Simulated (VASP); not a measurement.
A run of VASP 6.6.1:

Contents of INCAR:

```
SYSTEM = BAs
PREC = Accurate ; ENCUT = 520
EDIFF = 1E-8 ; ISMEAR = -1
SIGMA = 0.03 ; LREAL = .FALSE.
LASPH = .TRUE. ; NELM = 80
ALGO = Normal ; ISIF = 2
LWAVE = .FALSE. ; LCHARG = .FALSE.
GGA = PE ; LEFG = .TRUE.
NBANDS = 11
```

File KPOINTS:

```
Automatic mesh
0
G
  15 15 15
  0 0 0
```

File POSCAR:

```
BAs
1.0
    0.0000000000      2.4199312360      2.4199312360
    2.4199312360      0.0000000000      2.4199312360
    2.4199312360      2.4199312360      0.0000000000
B As
1 1
Direct
    0.0000000000      0.0000000000      0.0000000000
    0.7500000000      0.7500000000      0.7500000000
```

Potentials or basis: VASP PAW PBE potentials, release 64 (B, As).

Launch:

```sh
$ cat potpaw_PBE.64/B/POTCAR potpaw_PBE.64/As/POTCAR > POTCAR
$ mpirun -np 1 vasp_std > vasp.out
```

Hardware: 1 thread of AMD EPYC 7R43 64-Core Processor (Zen 3), on a shared host.

Q: Estimate the wall time of this run.

A: It took 69 s on 1 thread of AMD EPYC 7R43 64-Core Processor (Zen 3) (shared host), peak memory 0.15 GiB. Counts: scf iterations 15, k points 120.
